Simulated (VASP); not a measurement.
A run of VASP 6.6.1 is set up as follows.

The input INCAR:

```
SYSTEM = MgH16Cl2O8
PREC     = Accurate       ! precision mode
ENCUT    = 520            ! plane-wave cutoff, eV
EDIFF    = 1E-6           ! SCF threshold, eV
ISMEAR   = -1             ! smearing method
SIGMA    = 0.002          ! smearing width, eV
LREAL    = .FALSE.        ! projectors in reciprocal space
LASPH    = .TRUE.         ! aspherical terms in the spheres
NELM     = 120            ! most SCF steps
ALGO     = Normal         ! electronic algorithm
ISIF     = 2              ! what is computed and relaxed
LWAVE    = .FALSE.        ! write WAVECAR
LCHARG   = .TRUE.         ! write CHGCAR
GGA      = PE             ! functional
IVDW     = 12             ! dispersion correction
LELF     = .TRUE.         ! ELF
LVHAR    = .TRUE.       
NBANDS   = 59             ! bands
GGA_COMPAT= .FALSE.
```

Contents of KPOINTS:

```
Automatic mesh
0
G
  1 1 1
  0 0 0
```

The input POSCAR:

```
MgH16Cl2O8
1.0
    5.7612910000     -0.0870820000      0.0862790000
   -0.0870820000      5.7662070000      0.0189740000
    0.0862790000      0.0189740000      5.9270090000
O H Mg Cl
8 16 1 2
Direct
    0.1537552300      0.2722271388      0.5097122199
    0.9036381532     -0.0077459478      0.4508989231
    0.5368205966      0.4648365017      0.2584547869
    0.4837666384      0.8355032157      0.4397004054
   -0.1694632535      0.5633969853      0.5944534968
    0.7871465403      0.9029838928      1.0147702774
    0.0443949438      0.2560337839      0.1381998346
    0.1300598720      0.7418010916      0.1922223554
    0.0816948106      0.4257766407      0.5796300912
    0.2852802850      0.2567660564      0.5943156866
    1.0738441702      0.0073719920      0.3849513174
    0.8855110731      0.1302623511      0.5477176418
    0.6300195495      0.3338445535      0.2079983642
    0.4758418625      0.4659785208      0.0847819471
    0.3484995090      0.7295347941      0.4743015605
    0.4976225225      0.9411213807      0.5656830940
   -0.2315273235      0.6498584385      0.7230874007
   -0.2775881051      0.4142226077      0.5973317342
    0.9109152509      0.9775640657      1.1008518534
    0.9061612895      0.8302552847      0.8952515588
    0.1745955498      0.3734869271      0.1370926769
   -0.0259250860      0.2411427008     -0.0282669811
    0.2080481582      0.7694500260      0.0426438138
    0.2394010454      0.6112966227      0.2152765375
    0.7886511100      0.7471273145      0.3049733816
    0.6422539200      0.2485380807      0.8383437941
    0.3051213634      0.5207511020      0.8386175392
```

Potentials or basis: VASP PAW PBE potentials, release 64 (O, H, Mg, Cl).

Run with:

```bash
$ cat potpaw_PBE.64/O/POTCAR potpaw_PBE.64/H/POTCAR potpaw_PBE.64/Mg/POTCAR potpaw_PBE.64/Cl/POTCAR > POTCAR
$ mpirun -np 1 vasp_gam > vasp.out
```

Task: What does it give for the dispersion energy per atom?

Result: -0.082 eV.

Task: Predict the pressure.

Result: 16.8 GPa.

Task: What does it give for the band gap on the k mesh?

Result: 2.63 eV.

Forces on the atoms (eV/Å):
```
O   -0.971  3.595  0.255
O    1.497  0.550  0.609
O    0.460 -0.418 -2.697
O   -1.188  0.434  0.460
O    0.125  0.361 -1.242
O    2.395 -3.333 -2.306
O   -1.533 -0.491 -3.139
O    1.624 -1.199  0.946
H    0.800 -2.175 -1.039
H    2.162 -0.154  1.444
H   -2.466  0.597  1.142
H    0.267 -0.928 -0.354
H    0.340 -0.513  0.714
H    0.292  0.855  1.609
H    1.028  0.668  0.260
H   -0.064  0.227  0.461
H   -0.196 -0.445 -0.368
H    0.580  1.244  0.865
H    0.251  1.690 -0.093
H   -2.112  1.054  1.725
H   -1.140 -1.724 -0.656
H    1.224  1.201  2.512
H   -0.336  0.427 -0.681
H   -0.924  0.876  0.892
Mg  -1.907 -3.445  0.161
Cl   0.641 -2.397 -1.043
Cl  -0.849  3.440 -0.436
```

Caveat: the k points lie up to 1.09 Å⁻¹ apart.
